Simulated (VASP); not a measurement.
# Sn: single point with PBEsol

Sn:

```xyz
2
Lattice="0.0000 3.4016 3.0091 3.4016 0.0000 3.0091 3.4016 3.4016 0.0000" Properties=species:S:1:pos:R:3 pbc="T T T"
Sn    3.4016    3.4016    3.0091
Sn    5.1024    5.1024    4.5137
```

This cell differs from its parent crystal: strain +0.040 along x and y, -0.080 along z.

```yaml
Program: VASP 6.6.1
Task: single point
Functional: PBEsol
Potentials_or_basis: VASP PAW PBE potentials, release 64 (Sn_d)
Cutoff: 520 eV
k_mesh: 16 × 16 × 16
Occupations: gaussian, width 0.15 eV
Spin: no spin polarisation
Dipole_correction: no
Further_INCAR_settings: ALGO = Fast; EDIFF = 1e-06; NBANDS = 21
```

* Pressure: -0.1 GPa
* Band gap on the k mesh: zero (bands 14 and 15 overlap by 0.54 eV)

Stress tensor (GPa, compression positive):
```
-1.05  0.00  0.00
 0.00 -1.05  0.00
 0.00  0.00  1.82
```

Levels at points of the mesh, in eV from the Fermi level:
```tsv
k point	band 11	band 12	band 13	band 14	band 15	band 16	band 17	band 18
(0.00, 0.00, 0.00)	-10.52	-0.95	-0.19	-0.19	0.52	1.84	2.34	2.34
(0.50, 0.00, 0.00)	-8.92	-6.28	-1.50	-0.73	-0.29	2.90	3.58	5.64
(0.50, 0.50, 0.00)	-7.22	-7.22	-2.84	-2.84	0.29	0.29	7.60	7.60
(0.50, 0.00, 0.50)	-7.62	-7.62	-2.18	-2.18	1.01	1.01	6.99	6.99
```

Wall time 2.8 min on 1 thread of Intel(R) Xeon(R) 6975P-C (Granite Rapids), on a shared host, peak memory 0.5 GiB.

Caveat: the cell differs from its parent crystal (strain +0.040 along x and y, -0.080 along z); the PAW data sets were made with another functional, which shifts forces and pressure a little; spin-orbit coupling is left out, which moves the levels of the heavy elements.
